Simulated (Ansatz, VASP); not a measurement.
Two plane-wave programs on CuO

```
Cu O
1.0
     2.83633    0.00000    0.00000
    -1.41816    2.45633    0.00000
     0.00000    0.00000    2.76811
Cu O
1 1
Direct
  0.00000 0.00000 0.00000
  0.66667 0.33333 0.50000
```

Alike in both runs: task single point; functional LDA; k mesh 8 × 8 × 7; occupations gaussian, width 0.05 eV; collinear spin; Hubbard terms Cu d U = 6.0 eV.

|  | VASP | Ansatz |
| --- | --- | --- |
| version | VASP 6.6.1 | Ansatz 0.2.0 |
| potentials or method | VASP PAW LDA potentials, release 64 (Cu_sv_GW, O_h), cutoff 1340 eV | scalar-relativistic, plane waves, PAW |
| valence electrons in the cell | 25 | 25 |

Ansatz gave:

| Item | Value |
| --- | --- |
| gap on the k mesh at the Fermi level (eV) | none |
| pressure (GPa) | -10.1 |
| traceless stress, the component that is largest in VASP (GPa) | -6.00 |
| net moment per atom (μB) | 0.50 |
| size of the moment on the site where the two differ most (μB) | 0.61 |

**Question.** Estimate VASP's values.

**Answer.** gap on the k mesh at the Fermi level (eV): none; pressure (GPa): -16.0; traceless stress, the component that is largest in VASP (GPa): -8.57; net moment per atom (μB): 0.50; size of the moment on the site where the two differ most (μB): 0.35.

LDA's correlation is that of Perdew and Zunger in VASP and of Perdew and Wang (1992) in Ansatz. Site moments also hang on the region over which each program counts them. The programs project onto different local orbitals, so the same U acts differently, and such runs can settle in different states. A gap of «none» marks a metal or a gap that the smearing closes. Ansatz's warnings: filled band counts differ across k points, specified occupation not kept, symmetry narrowed by occupation matrices.
